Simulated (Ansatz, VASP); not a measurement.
**ZnCd3Te2 in VASP and in Ansatz**

```
CELL_PARAMETERS angstrom
6.67923 0.00000 0.00000
-3.33961 5.78438 0.00000
0.00000 0.00000 3.71893
ATOMIC_POSITIONS crystal
Zn 0.00000 0.00000 0.00000
Cd 0.50000 0.00000 0.50000
Cd 0.50000 0.50000 0.50000
Cd 0.00000 0.50000 0.50000
Te 0.33333 0.66667 0.00000
Te 0.66667 0.33333 0.00000
```

Change from the starting cell: species swapped into the CeB2Rh3 type (P6/mmm, No. 191).

Alike in both runs: task single point; functional PBE; k mesh 3 × 3 × 6; occupations gaussian, width 0.1 eV; no spin polarisation.

```csv
,VASP,Ansatz
version,VASP 6.6.1,Ansatz 0.2.0
potentials or method,"VASP PAW PBE potentials, release 64 (Zn, Cd, Te), cutoff 520 eV","scalar-relativistic, plane waves, PAW"
valence electrons in the cell,60,104
```

```tsv
	VASP	Ansatz	Ansatz less VASP
gap on the k mesh at the Fermi level (eV)	none	none	-
pressure (GPa)	24.3	23.7	-0.55
traceless stress, the component that is largest in VASP (GPa)	11.15	10.95	-0.200
```

A gap of «none» marks a metal or a gap that the smearing closes. VASP's potentials hold 60 valence electrons a cell and Ansatz's 104, so a difference there can come from the potentials and not from the codes.

The k mesh is coarse, so the values compare programs but aren't converged. Neither program's run includes spin-orbit coupling.
